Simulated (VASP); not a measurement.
Write the native input for VASP 6.6.1 that does the following.

* Task: single point
* Functional: r2SCAN
* Potentials or basis: VASP PAW PBE potentials, release 64 (Pt)
* Cutoff: 520 eV
* k mesh: 8 × 8 × 8
* Occupations: fermi-dirac, width 0.1 eV
* Spin: no spin polarisation
* Dipole correction: no
* Further INCAR settings: ALGO = Normal; EDIFF = 1e-06; NBANDS = 11

Pt:

```xyz
1
Lattice="0.0000 2.0224 2.0224 2.0224 0.0000 2.0224 2.0224 2.0224 0.0000" Properties=species:S:1:pos:R:3 pbc="T T T"
Pt    0.0000    0.0000    0.0000
```

One way to write it, as run:

POSCAR

```
Pt
1.0
    0.0000000000      2.0224480000      2.0224480000
    2.0224480000      0.0000000000      2.0224480000
    2.0224480000      2.0224480000      0.0000000000
Pt
1
Direct
    0.0000000000      0.0000000000      0.0000000000
```

INCAR.step1

```
SYSTEM = Pt
ALGO = Normal ; EDIFF = 1E-4
ENCUT = 520 ; GGA = PE
ISMEAR = -1 ; LASPH = .TRUE.
LCHARG = .FALSE. ; LREAL = .FALSE.
LWAVE = .TRUE. ; NBANDS = 11
NELM = 60 ; PREC = Accurate
SIGMA = 0.1
```

INCAR.step2

```
SYSTEM = Pt
ALGO = Normal ; EDIFF = 1E-6
ENCUT = 520 ; ISIF = 2
ISMEAR = -1 ; ISTART = 1
LASPH = .TRUE. ; LCHARG = .FALSE.
LMIXTAU = .TRUE. ; LREAL = .FALSE.
LWAVE = .FALSE. ; METAGGA = R2SCAN
NBANDS = 11 ; NELM = 60
PREC = Accurate ; SIGMA = 0.1
```

KPOINTS

```
k-points
0
G
  8 8 8
  0 0 0
```

Potentials or basis: VASP PAW PBE potentials, release 64 (Pt).

Command:

```sh
$ cat potpaw_PBE.64/Pt/POTCAR > POTCAR
$ cp INCAR.step1 INCAR
$ mpirun -np 1 vasp_std > vasp.out
$ cp INCAR.step2 INCAR
$ mpirun -np 1 vasp_std > vasp.out
```

Results of the run:

The pressure is -16.5 GPa. The band gap on the k mesh is zero (band 5 reaches 9.74 eV, above the bottom of band 6 at 7.71 eV).

Caveat: the PAW data sets were made with another functional, which shifts forces and pressure a little; spin-orbit coupling is left out, which moves the levels of the heavy elements.

Wall time 40 s on 1 thread of AMD EPYC 7R13, on a shared host, peak memory 0.12 GiB.
